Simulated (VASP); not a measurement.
# Ca (Fm-3m) in VASP: notebook

Ca is run at these levels: PBEsol; tasks: single point.

All numbers are computed with VASP 6.6.1; they aren't measurements. Logs are shortened: lines on timing, memory, paths and dates and some standing lists are left out, and cuts for length are marked.

### Step 1. The cell of the first run

It takes space group Fm-3m (No. 225, cubic). Conventional cell: a = 4.726 Å, b = 4.726 Å, c = 4.726 Å, α = 90.00°, β = 90.00°, γ = 90.00°. Ca (site symmetry m-3m) has 12 Ca at 3.34 Å within 4.4 Å.

### Step 2. Single point, PBEsol

Contents of INCAR:

```
ALGO     = Normal         # electronic algorithm
EDIFF    = 1E-6           # SCF threshold, eV
ENCUT    = 520            # plane-wave cutoff, eV
GGA      = PS             # functional
ISIF     = 2              # what is computed and relaxed
ISMEAR   = -1             # smearing method
LASPH    = T              # aspherical terms in the spheres
LCHARG   = F              # write CHGCAR
LREAL    = F              # projectors in reciprocal space
LWAVE    = F              # write WAVECAR
NBANDS   = 11             # bands
NELM     = 80             # most SCF steps
PREC     = Accurate       # precision mode
SIGMA    = 0.08           # smearing width, eV
```

Contents of KPOINTS:

```
k-points
0
Gamma
  18 18 18
```

Contents of POSCAR:

```
Ca
1.0
    0.0000000000      2.3630195299      2.3630195299
    2.3630195299      0.0000000000      2.3630195299
    2.3630195299      2.3630195299      0.0000000000
Ca
1
Direct
    0.0000000000      0.0000000000      0.0000000000
```

Potentials or basis: VASP PAW PBE potentials, release 64 (Ca_sv).

Launch:

```sh
$ cat potpaw_PBE.64/Ca_sv/POTCAR > POTCAR
$ mpirun -np 1 vasp_std > vasp.out
```

OUTCAR:

```text
EDIFF = 1E-6
   ENCUT = 520
   GGA = PS
   ISIF = 2
   ISMEAR = -1
   LASPH = T
   LREAL = F
   NELM = 80
   PREC = Accurate

 ion  position               nearest neighbor table
   1  0.000  0.000  0.000-

  LATTYP: Found a face centered cubic cell.
 ALAT       =     4.7260390598

  Lattice vectors:

 A1 = (   0.0000000000,   2.3630195299,   2.3630195299)
 A2 = (   2.3630195299,   0.0000000000,   2.3630195299)
 A3 = (   2.3630195299,   2.3630195299,   0.0000000000)

Analysis of symmetry for initial positions (statically):
=====================================================================
 Subroutine PRICEL returns:
 Original cell was already a primitive cell.

 Routine SETGRP: Setting up the symmetry group for a
 face centered cubic supercell.

 Subroutine GETGRP returns: Found 48 space group operations
 (whereof 48 operations were pure point group operations)
 out of a pool of 48 trial point group operations.

The static configuration has the point symmetry O_h .

Analysis of symmetry for dynamics (positions and initial velocities):
=====================================================================
 Subroutine PRICEL returns:
 Original cell was already a primitive cell.

 Routine SETGRP: Setting up the symmetry group for a
 face centered cubic supercell.

 Subroutine GETGRP returns: Found 48 space group operations
 (whereof 48 operations were pure point group operations)
 out of a pool of 48 trial point group operations.

The dynamic configuration has the point symmetry O_h .

 Subroutine INISYM returns: Found 48 space group operations
 (whereof 48 operations are pure point group operations),
 and found     1 'primitive' translations

----------------------------------------------------------------------------------------

                                     Primitive cell

  volume of cell :      26.3895

  direct lattice vectors                    reciprocal lattice vectors
     0.000000000  2.363019530  2.363019530    -0.211593681  0.211593681  0.211593681
     2.363019530  0.000000000  2.363019530     0.211593681 -0.211593681  0.211593681
     2.363019530  2.363019530  0.000000000     0.211593681  0.211593681 -0.211593681

  length of vectors
     3.341814267  3.341814267  3.341814267     0.366491006  0.366491006  0.366491006

  position of ions in fractional coordinates (direct lattice)
     0.000000000  0.000000000  0.000000000

  ion indices of the primitive-cell ions
   primitive index   ion index
                 1           1

----------------------------------------------------------------------------------------

 KPOINTS: k-points

Automatic generation of k-mesh.
 Grid dimensions read from file:
 generate k-points for:   18   18   18

 Generating k-lattice:

  Cartesian coordinates                     Fractional coordinates (reciprocal lattice)
    -0.011755204  0.011755204  0.011755204     0.055555556  0.000000000  0.000000000
     0.011755204 -0.011755204  0.011755204     0.000000000  0.055555556  0.000000000
     0.011755204  0.011755204 -0.011755204     0.000000000  0.000000000  0.055555556

  Length of vectors
     0.020360611  0.020360611  0.020360611

  Shift w.r.t. Gamma in fractional coordinates (k-lattice)
     0.000000000  0.000000000  0.000000000

 Subroutine IBZKPT returns following result:
 ===========================================

 Found    195 irreducible k-points:

 Following reciprocal coordinates:
            Coordinates               Weight
  0.000000  0.000000  0.000000      1.000000
  0.055556  0.000000  0.000000      8.000000
  0.111111  0.000000  0.000000      8.000000
  0.166667  0.000000  0.000000      8.000000
  0.222222  0.000000  0.000000      8.000000
  0.277778  0.000000  0.000000      8.000000
[... 16 lines left out ...]
 -0.277778  0.055556  0.000000     24.000000
 -0.222222  0.055556  0.000000     24.000000
 [... further k-points ...]
   k-points           NKPTS =    195   k-points in BZ     NKDIM =    195   number of bands    NBANDS=     11
   number of dos      NEDOS =    301   number of ions     NIONS =      1
   total plane-waves  NPLWV =  21952
   dimension x,y,z NGX =    28 NGY =   28 NGZ =   28
   dimension x,y,z NGXF=    56 NGYF=   56 NGZF=   56
   ions per type =               1
   NGX,Y,Z   is equivalent  to a cutoff of  13.93, 13.93, 13.93 a.u.
   NGXF,Y,Z  is equivalent  to a cutoff of  27.86, 27.86, 27.86 a.u.
 SYSTEM =  unknown system
   PREC   = accura    normal or accurate (medium, high low for compatibility)
   ISTART =      0    job   : 0-new  1-cont  2-samecut
   ICHARG =      2    charge: 1-file 2-atom 10-const
   ISPIN  =      1    spin polarized calculation?
   LNONCOLLINEAR =      F non collinear calculations
   LSORBIT =      F    spin-orbit coupling
   LASPH  =      T    aspherical Exc in radial PAW
   ENCUT  =  520.0 eV  38.22 Ry    6.18 a.u.   6.21  6.21  6.21*2*pi/ulx,y,z
   NELM   =     80;   NELMIN=  2; NELMDL= -5     # of ELM steps
   EDIFF  = 0.1E-05   stopping-criterion for ELM
   LREAL  =      F    real-space projection
   EDIFFG = 0.1E-04   stopping-criterion for IOM
   NSW    =      0    number of steps for IOM
   IBRION =     -1    ionic relax: 0-MD 1-quasi-New 2-CG
   NFREE  =      0    steps in history (QN), initial steepest desc. (CG)
   ISIF   =      2    stress and relaxation
   ISYM   =      2    0-nonsym 1-usesym 2-fastsym
   POTIM  = 0.5000    time-step for ionic-motion
   TEBEG  =    0.0;   TEEND  =   0.0 temperature during run
   PSTRESS=    0.0 pullay stress
   NELECT =      10.0000    total number of electrons
   NUPDOWN=      -1.0000    fix difference up-down
   EMIN   =  10.00;   EMAX   =-10.00  energy-range for DOS
   EFERMI =   0.00;   METHOD = LEGACY
   ISMEAR =    -1;   SIGMA  =   0.08  broadening in eV -4-tet -1-fermi 0-gaus
   EFERMI_NEDOS =   21; number of points for ismear=-14 and -15
   IALGO  =     38    algorithm
   IMIX   =      4    mixing-type and parameters
     AMIX     =   0.40;   BMIX     =  1.00
     AMIX_MAG =   1.60;   BMIX_MAG =  1.00
  volume/ion in A,a.u.               =      26.39       178.09
  Fermi-wavevector in a.u.,A,eV,Ry     =   1.184670  2.238702 19.095013  1.403444
  Thomas-Fermi vector in A             =   2.320880
   LORBIT       =      0    0 simple, 1 ext, 2 COOP (PROOUT), +10 PAW based schemes
   GGA     = PS    functional components
   LHFCALC =     F    Hartree Fock is set to
   AEXX    =    0.0000 exact exchange contribution
   IVDW    =     0    specifies the selected vdW correction
   LEPSILON=     F    determine dielectric tensor
   LRPA    =     F    only Hartree local field effects (RPA)
 non-spin polarized calculation
  energy-cutoff  :      520.00
  volume of cell :       26.39
 maximum number of plane-waves:       725
 NGX is ok and might be reduce to    28
   NGX = 13   NGY = 13   NGZ = 13

 number of electron      10.0000000 magnetization

 number of electron       9.9999999 magnetization

 Free energy of the ion-electron system (eV)
  ---------------------------------------------------
  ext. energy  EPLUGINS =         0.00000000
  ---------------------------------------------------
  free energy    TOTEN  =        -1.64764134 eV

  energy without entropy =       -1.63123932  energy(sigma->0) =       -1.63944033

 E-fermi :   4.1378     XC(G=0):  -9.4661

 val. band max:        4.1104825797   @ k =  -0.3333   0.3333   0.1667
 cond. band min:       4.1705105658   @ k =   0.5000   0.5000   0.0000
 fundamental gap:      0.0600279862
 Fermi energy:         4.1378007134

 k-point     1 :       0.0000    0.0000    0.0000
  band No.  band energies     occupation
      1     -36.7872      2.00000
      2     -17.5676      2.00000
      3     -17.5676      2.00000
      4     -17.5676      2.00000
      5      -0.6256      2.00000
      6       6.9772      0.00000
      7       6.9772      0.00000
      8       6.9772      0.00000
      9       8.8107      0.00000
     10       8.8107      0.00000
     11      15.4847      0.00000

 k-point     2 :       0.0556    0.0000    0.0000
  band No.  band energies     occupation
      1     -36.7839      2.00000
      2     -17.5898      2.00000
      3     -17.5702      2.00000
      4     -17.5702      2.00000
      5      -0.5432      2.00000
      6       6.8844      0.00000
      7       7.0128      0.00000
      8       7.0128      0.00000
      9       8.7746      0.00000
     10       8.7746      0.00000
     11      15.6382      0.00000

 k-point     3 :       0.1111    0.0000    0.0000
  band No.  band energies     occupation
      1     -36.7745      2.00000
      2     -17.6532      2.00000
      3     -17.5776      2.00000
      4     -17.5776      2.00000
      5      -0.3016      2.00000
      6       6.6336      0.00000
      7       7.1048      0.00000
      8       7.1048      0.00000
      9       8.6907      0.00000
     10       8.6907      0.00000
     11      16.0425      0.00000

 k-point     4 :       0.1667    0.0000    0.0000
  band No.  band energies     occupation
      1     -36.7600      2.00000
      2     -17.7490      2.00000
      3     -17.5891      2.00000
      4     -17.5891      2.00000
      5       0.0826      2.00000
      6       6.2872      0.00000
      7       7.2030      0.00000
      8       7.2030      0.00000
      9       8.6328      0.00000
     10       8.6328      0.00000
     11      16.3030      0.00000

 k-point     5 :       0.2222    0.0000    0.0000
  band No.  band energies     occupation
      1     -36.7422      2.00000
      2     -17.8643      2.00000
      3     -17.6030      2.00000
      4     -17.6030      2.00000
      5       0.5820      2.00000
      6       5.9094      0.00000
      7       7.2278      0.00000
      8       7.2278      0.00000
      9       8.7029      0.00000
     10       8.7029      0.00000
     11      15.3549      0.00000
[... 211 lines left out ...]
 k-point    21 :      -0.3889    0.0556    0.0000
  band No.  band energies     occupation
      1     -36.6850      2.00000
      2     -18.2010      2.00000
      3     -17.6662      2.00000
      4     -17.6435      2.00000
      5       2.5095      2.00000
      6       4.9112      0.00013
      7       6.7609      0.00000
      8       6.9015      0.00000
      9       9.5760      0.00000
     10       9.9532      0.00000
     11      13.0649      0.00000

 k-point    22 :      -0.3333    0.0556    0.0000
  band No.  band energies     occupation
      1     -36.6981      2.00000
      2     -18.1239      2.00000
      3     -17.6583      2.00000
      4     -17.6307      2.00000
      5       2.0040      2.00000
      6       5.1336      0.00001
      7       6.8708      0.00000
      8       7.0192      0.00000
      9       9.1831      0.00000
     10       9.6737      0.00000
     11      13.6350      0.00000

 k-point    23 :      -0.2778    0.0556    0.0000
  band No.  band energies     occupation
      1     -36.7150      2.00000
      2     -18.0220      2.00000
      3     -17.6459      2.00000
      4     -17.6159      2.00000
      5       1.4177      2.00000
      6       5.4216      0.00000
      7       7.0086      0.00000
      8       7.1665      0.00000
      9       8.7872      0.00000
     10       9.3386      0.00000
     11      14.3377      0.00000

 k-point    24 :      -0.2222    0.0556    0.0000
  band No.  band energies     occupation
      1     -36.7337      2.00000
      2     -17.9067      2.00000
      3     -17.6305      2.00000
      4     -17.6007      2.00000
      5       0.8312      2.00000
      6       5.7584      0.00000
      7       7.1307      0.00000
      8       7.2881      0.00000
      9       8.4852      0.00000
     10       9.0417      0.00000
     11      15.1374      0.00000

 [... further k-points ...]

------------------------ aborting loop because EDIFF is reached ----------------------------------------

  FORCE on cell =-STRESS in cart. coord.  units (eV):
  Direction    XX          YY          ZZ          XY          YZ          ZX
  --------------------------------------------------------------------------------------
  -------------------------------------------------------------------------------------
  Total        2.4710586      2.4710586      2.4710586      0.0000000      0.0000000     -0.0000000
  in kB      150.0243314    150.0243314    150.0243314      0.0000000      0.0000000     -0.0000000
  external PRESSURE =     150.0243314 kB  Pullay stress =       0.0000000 kB

 VOLUME and BASIS-vectors are now :
 -----------------------------------------------------------------------------
  energy-cutoff  :      520.00
  volume of cell :       26.39
      direct lattice vectors                 reciprocal lattice vectors
     0.000000000  2.363019530  2.363019530    -0.211593681  0.211593681  0.211593681
     2.363019530  0.000000000  2.363019530     0.211593681 -0.211593681  0.211593681
     2.363019530  2.363019530  0.000000000     0.211593681  0.211593681 -0.211593681

 POSITION                                       TOTAL-FORCE (eV/Angst)
 -----------------------------------------------------------------------------------
      0.00000      0.00000      0.00000         0.000000      0.000000      0.000000
 -----------------------------------------------------------------------------------
    total drift:                               -0.000000     -0.000000     -0.000000

  FREE ENERGIE OF THE ION-ELECTRON SYSTEM (eV)
  ---------------------------------------------------
  free  energy   TOTEN  =        -1.6476413417 eV

  energy  without entropy=       -1.6312393232  energy(sigma->0) =       -1.63944033
```

Wall time 32 s (1 thread of AMD EPYC 9R45 (Zen 5), shared host); peak memory 0.16 GiB.

Results:

```
Free energy : -1.6476 eV
Pressure    : 15.0 GPa
```

Levels at points of the mesh, in eV from the Fermi level:
```
           k point  band 2  band 3  band 4  band 5  band 6  band 7  band 8  band 9
(0.00, 0.00, 0.00)  -21.71  -21.71  -21.71   -4.76    2.84    2.84    2.84    4.67
(0.50, 0.00, 0.00)  -22.40  -21.79  -21.79   -1.31    0.65    2.63    2.63    5.87
(0.50, 0.50, 0.00)  -22.35  -21.94  -21.94   -1.18    0.03    2.38    5.87    6.20
```

Caveat: the cell stands under pressure; the PAW data sets were made with another functional, which shifts forces and pressure a little.

(Part 1 of 2 ends here.)
